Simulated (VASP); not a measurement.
# CdS (F-43m) in VASP: elastic constants with r2SCAN

Aim: the elastic constants of CdS with r2SCAN.

All numbers are computed with VASP 6.6.1; they aren't measurements. Logs are shortened: lines on timing, memory, paths and dates and some standing lists are left out, and cuts for length are marked.

## (1) The cell of the first run

The structure is cubic, space group F-43m (No. 216). The conventional cell has a = 5.698 Å, b = 5.698 Å, c = 5.698 Å, α = 90.00°, β = 90.00°, γ = 90.00°. Cd (site symmetry -43m) has 4 S at 2.47 Å within 3.3 Å. S (site symmetry -43m) has 4 Cd at 2.47 Å within 3.3 Å.

## (2) Elastic constants, r2SCAN

Contents of INCAR:

```
PREC = Accurate ; ENCUT = 600
EDIFF = 1E-8 ; ISMEAR = 0
SIGMA = 0.01 ; LREAL = F
LASPH = T ; NELM = 100
ALGO = Normal ; ISIF = 3
LWAVE = F ; LCHARG = F
METAGGA = R2SCAN ; LMIXTAU = T
IBRION = 6 ; NFREE = 2
POTIM = 0.015 ; NSW = 1
```

Contents of KPOINTS:

```
Automatic mesh
0
Gamma
  6 6 6
```

Contents of POSCAR:

```
CdS
1.0
    0.0000000000      2.8489791295      2.8489791295
    2.8489791295      0.0000000000      2.8489791295
    2.8489791295      2.8489791295      0.0000000000
Cd S
1 1
Direct
    0.0000000000      0.0000000000      0.0000000000
    0.7500000000      0.7500000000      0.7500000000
```

Potentials or basis: VASP PAW PBE potentials, release 64 (Cd, S).

The run is started by

```sh
> cat potpaw_PBE.64/Cd/POTCAR potpaw_PBE.64/S/POTCAR > POTCAR
> mpirun -np 1 vasp_std > vasp.out
```

OUTCAR:

```text
PREC = Accurate
   ENCUT = 600
   EDIFF = 1E-8
   ISMEAR = 0
   LREAL = F
   LASPH = T
   NELM = 100
   ISIF = 3
   METAGGA = R2SCAN
   IBRION = 6
   NFREE = 2
   POTIM = 0.015
   NSW = 1

 ion  position               nearest neighbor table
   1  0.000  0.000  0.000-   2 2.47   2 2.47   2 2.47   2 2.47
   2  0.750  0.750  0.750-   1 2.47   1 2.47   1 2.47   1 2.47

  LATTYP: Found a face centered cubic cell.
 ALAT       =     5.6979582590

  Lattice vectors:

 A1 = (   0.0000000000,   2.8489791295,   2.8489791295)
 A2 = (   2.8489791295,   0.0000000000,   2.8489791295)
 A3 = (   2.8489791295,   2.8489791295,   0.0000000000)

Analysis of symmetry for initial positions (statically):
=====================================================================
 Subroutine PRICEL returns:
 Original cell was already a primitive cell.

 Routine SETGRP: Setting up the symmetry group for a
 face centered cubic supercell.

 Subroutine GETGRP returns: Found 24 space group operations
 (whereof 24 operations were pure point group operations)
 out of a pool of 48 trial point group operations.

The static configuration has the point symmetry T_d .

Analysis of symmetry for dynamics (positions and initial velocities):
=====================================================================
 Subroutine PRICEL returns:
 Original cell was already a primitive cell.

 Routine SETGRP: Setting up the symmetry group for a
 face centered cubic supercell.

 Subroutine GETGRP returns: Found 24 space group operations
 (whereof 24 operations were pure point group operations)
 out of a pool of 48 trial point group operations.

The dynamic configuration has the point symmetry T_d .

 Subroutine INISYM returns: Found 24 space group operations
 (whereof 24 operations are pure point group operations),
 and found     1 'primitive' translations

----------------------------------------------------------------------------------------

                                     Primitive cell

  volume of cell :      46.2485

  direct lattice vectors                    reciprocal lattice vectors
     0.000000000  2.848979129  2.848979129    -0.175501461  0.175501461  0.175501461
     2.848979129  0.000000000  2.848979129     0.175501461 -0.175501461  0.175501461
     2.848979129  2.848979129  0.000000000     0.175501461  0.175501461 -0.175501461

  length of vectors
     4.029064924  4.029064924  4.029064924     0.303977448  0.303977448  0.303977448

  position of ions in fractional coordinates (direct lattice)
     0.000000000  0.000000000  0.000000000
     0.750000000  0.750000000  0.750000000

  ion indices of the primitive-cell ions
   primitive index   ion index
                 1           1
                 2           2

----------------------------------------------------------------------------------------

 KPOINTS: Automatic mesh

Automatic generation of k-mesh.
 Grid dimensions read from file:
 generate k-points for:    6    6    6

 Generating k-lattice:

  Cartesian coordinates                     Fractional coordinates (reciprocal lattice)
    -0.029250244  0.029250244  0.029250244     0.166666667  0.000000000  0.000000000
     0.029250244 -0.029250244  0.029250244     0.000000000  0.166666667  0.000000000
     0.029250244  0.029250244 -0.029250244     0.000000000  0.000000000  0.166666667
[... 103 lines left out ...]
  --------------------------------------------------------------------------------------
  -------------------------------------------------------------------------------------
  Total        2.1308138      2.1308138      2.1308138      0.0000000      0.0000000     -0.0000000
  in kB       73.8173203     73.8173203     73.8173203      0.0000000      0.0000000     -0.0000000
  external PRESSURE =      73.8173203 kB  Pullay stress =       0.0000000 kB
[... 89 lines left out ...]
  FREE ENERGIE OF THE ION-ELECTRON SYSTEM (eV)
  ---------------------------------------------------
  free  energy   TOTEN  =       -29.5478103775 eV

  energy  without entropy=      -29.5478103775  energy(sigma->0) =      -29.54781038

[... ionic steps 4 to 14 ...]

--------------------------------------- Ionic step       15  -------------------------------------------

 number of electron      18.0000000 magnetization

------------------------ aborting loop because EDIFF is reached ----------------------------------------
[... 67 lines left out ...]
--------------------------------------- Ionic step       17  -------------------------------------------

 number of electron      17.9999996 magnetization

 Free energy of the ion-electron system (eV)
  ---------------------------------------------------
  ext. energy  EPLUGINS =         0.00000000
  ---------------------------------------------------
  free energy    TOTEN  =       -29.58221883 eV

  energy without entropy =      -29.58221883  energy(sigma->0) =      -29.58221883

 E-fermi :   1.7783     XC(G=0): -10.0886

 val. band max:        1.6941344058   @ k =   0.0000   0.0000   0.0000
 cond. band min:       3.4440620221   @ k =   0.0000   0.0000   0.0000
 fundamental gap:      1.7499276163
 Fermi energy:         1.7782908069

 k-point     1 :       0.0000    0.0000    0.0000
  band No.  band energies     occupation
      1     -11.6623      2.00000
      2      -6.5858      2.00000
      3      -6.5724      2.00000
      4      -6.5591      2.00000
      5      -5.9470      2.00000
      6      -5.9469      2.00000
      7       1.6915      2.00000
      8       1.6934      2.00000
      9       1.6941      2.00000
     10       3.4441      0.00000
     11       8.7292      0.00000
     12       8.7321      0.00000
     13       8.7358      0.00000
[... 354 lines left out ...]
  band No.  band energies     occupation
      1     -11.1244      2.00000
      2      -6.3882      2.00000
      3      -6.3331      2.00000
      4      -5.9968      2.00000
      5      -5.8912      2.00000
      6      -5.4838      2.00000
      7      -2.8938      2.00000
      8      -0.0347      2.00000
      9       0.4601      2.00000
     10       6.2047      0.00000
     11       8.1006      0.00000
     12       9.8941      0.00000
     13       9.9380      0.00000

 [... further k-points ...]

------------------------ aborting loop because EDIFF is reached ----------------------------------------

  FORCE on cell =-STRESS in cart. coord.  units (eV):
  Direction    XX          YY          ZZ          XY          YZ          ZX
  --------------------------------------------------------------------------------------
  -------------------------------------------------------------------------------------
  Total        2.1307001      2.1340048      2.1340048      0.0000000     -0.1561660      0.0000000
  in kB       73.8133820     73.9278683     73.9278683      0.0000000     -5.4100243      0.0000000
  external PRESSURE =      73.8897062 kB  Pullay stress =       0.0000000 kB
[... 17 lines left out ...]
  FREE ENERGIE OF THE ION-ELECTRON SYSTEM (eV)
  ---------------------------------------------------
  free  energy   TOTEN  =       -29.5822188345 eV

  energy  without entropy=      -29.5822188345  energy(sigma->0) =      -29.58221883

 INTERNAL STRAIN TENSORS FROM STRAINED CELLS
 ============================================

 INTERNAL STRAIN TENSOR FOR ION    1 for displacements in x,y,z  (eV/Angst):
          X           Y           Z          XY          YZ          ZX
  --------------------------------------------------------------------------------
  x    -0.00000    -0.00000     0.00000     0.00000   -10.41720     0.00000
  y    -0.00000     0.00000     0.00000     0.00000     0.00000   -10.41773
  z     0.00000    -0.00000     0.00000   -10.41702    -0.00000     0.00000

 INTERNAL STRAIN TENSORS FROM DISPLACED ATOMS
 ============================================

 INTERNAL STRAIN TENSOR FOR ION    1 for displacements in x,y,z  (eV/Angst):
          X           Y           Z          XY          YZ          ZX
  --------------------------------------------------------------------------------
  x     0.00000     0.00000     0.00000     0.00000   -10.41006     0.00000
  y    -0.00000     0.00000    -0.00000     0.00000     0.00000   -10.41006
  z     0.00000     0.00000     0.00000   -10.41006     0.00000     0.00000

 INTERNAL STRAIN TENSOR FOR ION    2 for displacements in x,y,z  (eV/Angst):
          X           Y           Z          XY          YZ          ZX
  --------------------------------------------------------------------------------
  x     0.00000     0.00000     0.00000     0.00000    10.41000     0.00000
  y     0.00000     0.00000     0.00000     0.00000     0.00000    10.41000
  z     0.00000     0.00000     0.00000    10.41000     0.00000     0.00000

 Eigenvectors and eigenvalues of the dynamical matrix
 ----------------------------------------------------

   1 f  =    8.137519 THz    51.129537 2PiTHz  271.438400 cm-1    33.654057 meV
             X         Y         Z           dx          dy          dz
      0.000000  0.000000  0.000000     0.000000    0.470602    0.000000
      4.273469  4.273469  4.273469     0.000000   -0.882346    0.000000
[... 21 lines left out ...]
   6 f/i=    0.004697 THz     0.029509 2PiTHz    0.156659 cm-1     0.019423 meV
             X         Y         Z           dx          dy          dz
      0.000000  0.000000  0.000000     0.000000    0.000000    0.882346
      4.273469  4.273469  4.273469     0.000000    0.000000    0.470602

--------------------------------------------------------------------------------------------------------

 ELASTIC MODULI CONTR FROM IONIC RELAXATION (kBar)
 Direction    XX          YY          ZZ          XY          YZ          ZX
 --------------------------------------------------------------------------------
 XX          -0.0000     -0.0000     -0.0000     -0.0000     -0.0000     -0.0000
 YY          -0.0000     -0.0000     -0.0000     -0.0000     -0.0000     -0.0000
 ZZ          -0.0000     -0.0000     -0.0000     -0.0000     -0.0000     -0.0000
 XY          -0.0000     -0.0000     -0.0000   -555.7952     -0.0000      0.0000
 YZ          -0.0000     -0.0000     -0.0000     -0.0000   -555.7952      0.0000
 ZX          -0.0000     -0.0000     -0.0000      0.0000      0.0000   -555.7952
 --------------------------------------------------------------------------------

 TOTAL ELASTIC MODULI (kBar)
 Direction    XX          YY          ZZ          XY          YZ          ZX
 --------------------------------------------------------------------------------
 XX         911.6240    813.3350    813.3350     -0.0000     -0.0000      0.0000
 YY         813.3350    911.6240    813.3350      0.0000      0.0000     -0.0000
 ZZ         813.3350    813.3350    911.6240     -0.0000      0.0000      0.0000
 XY          -0.0000      0.0000     -0.0000    188.0676     -0.0000      0.0000
 YZ          -0.0000      0.0000      0.0000     -0.0000    188.0676      0.0000
 ZX           0.0000     -0.0000      0.0000      0.0000      0.0000    188.0676
 --------------------------------------------------------------------------------
```

It used 880 s of CPU time on 1 thread of Intel(R) Xeon(R) 6975P-C (Granite Rapids), with other jobs on the host.

What came out:

```
Elastic constants C11, C12, C44                         : 91, 81, 19 GPa
Voigt bulk modulus                                      : 85 GPa
Highest phonon frequency at Γ, LO-TO splitting left out : 271 cm⁻¹
```

Phonon frequencies in cm⁻¹ (negative: imaginary):
```
              q point        frequencies
(0.000, 0.000, 0.000)  0 0 0 271 271 271
```

Elastic tensor in Voigt notation (GPa, in the Cartesian axes of the cell as first typed):
```
91 81 81  0  0  0
81 91 81  0  0  0
81 81 91  0  0  0
 0  0  0 19  0  0
 0  0  0  0 19  0
 0  0  0  0  0 19
```

Clamped-ion elastic tensor (GPa):
```
91 81 81  0  0  0
81 91 81  0  0  0
81 81 91  0  0  0
 0  0  0 74  0  0
 0  0  0  0 74  0
 0  0  0  0  0 74
```

Caveat: the cell is under stress, which shifts elastic constants; the PAW data sets were made with another functional, which shifts forces and pressure a little.
